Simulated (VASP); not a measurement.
A run of VASP 6.6.1:

Contents of INCAR:

```
SYSTEM = Ca11NbO12
ALGO = Normal ; EDIFF = 1E-6
ENCUT = 520 ; GGA = PS
ISIF = 2 ; ISMEAR = -1
ISPIN = 2 ; ISYM = 0
LASPH = .TRUE. ; LCHARG = .FALSE.
LMAXMIX = 4 ; LORBIT = 11
LREAL = Auto ; LWAVE = .FALSE.
MAGMOM = 0.143 0.143 0 0.143 0.143 0 0.143 0.143 0 0 0 0 0 0 0 0 0 0 0 0 0 0 0 0.143 ; NBANDS = 120
NELECT = 193.0 ; NELM = 150
PREC = Accurate ; SIGMA = 0.05
```

Contents of KPOINTS:

```
Automatic mesh
0
Gamma
  1 1 1
  0.25 0.25 0.25
```

File POSCAR:

```
Ca11NbO12
1.0
    0.0000000000      4.7676000000      4.7676000000
    4.7676000000      0.0000000000      4.7676000000
    7.1514000000      7.1514000000      0.0000000000
O Ca Nb
12 11 1
Direct
    0.7252040000      0.2727730000      0.1829240000
    0.2738950000      0.7283290000      0.4840130000
    0.7583150000      0.2418110000      0.8334590000
    0.2718490000      0.7261380000      0.1829740000
    0.7273010000      0.2749550000      0.4839730000
    0.2407990000      0.7593120000      0.8334400000
    0.2873780000      0.2884040000      0.4732460000
    0.7118010000      0.7128110000      0.1936090000
    0.7556210000      0.7566390000      0.8269560000
    0.2509810000      0.2520120000      0.1669540000
    0.2435110000      0.2444890000      0.8399200000
    0.7481060000      0.7491340000      0.4999460000
    0.0061880000      0.0072570000      0.9926750000
    0.9929010000      0.9939170000      0.6742500000
    0.9995120000      0.0005720000      0.3335100000
    0.4993890000      0.5004240000      0.0003950000
    0.4997100000      0.5007400000      0.6665250000
    0.0015630000      0.4973470000      0.9997150000
    0.4995150000      0.0005200000      0.3334910000
    0.9975370000      0.5037990000      0.6672280000
    0.4963050000      0.0025640000      0.9997330000
    0.9995010000      0.5005660000      0.3334810000
    0.5027360000      0.9985660000      0.6672580000
    0.4995530000      0.5005970000      0.3334400000
```

Potentials or basis: VASP PAW PBE potentials, release 64 (O, Ca_sv, Nb_sv).

Launch:

```bash
$ cat potpaw_PBE.64/O/POTCAR potpaw_PBE.64/Ca_sv/POTCAR potpaw_PBE.64/Nb_sv/POTCAR > POTCAR
$ mpirun -np 1 vasp_std > vasp.out
```

Hardware: 1 thread of Intel(R) Xeon(R) Platinum 8375C CPU @ 2.90GHz (Ice Lake) (shared host).

Q: Estimate the wall time of this run.

A: It took 5.5 min on 1 thread of Intel(R) Xeon(R) Platinum 8375C CPU @ 2.90GHz (Ice Lake) (shared host), peak memory 0.63 GiB. Counts: scf iterations 17, k points 1.
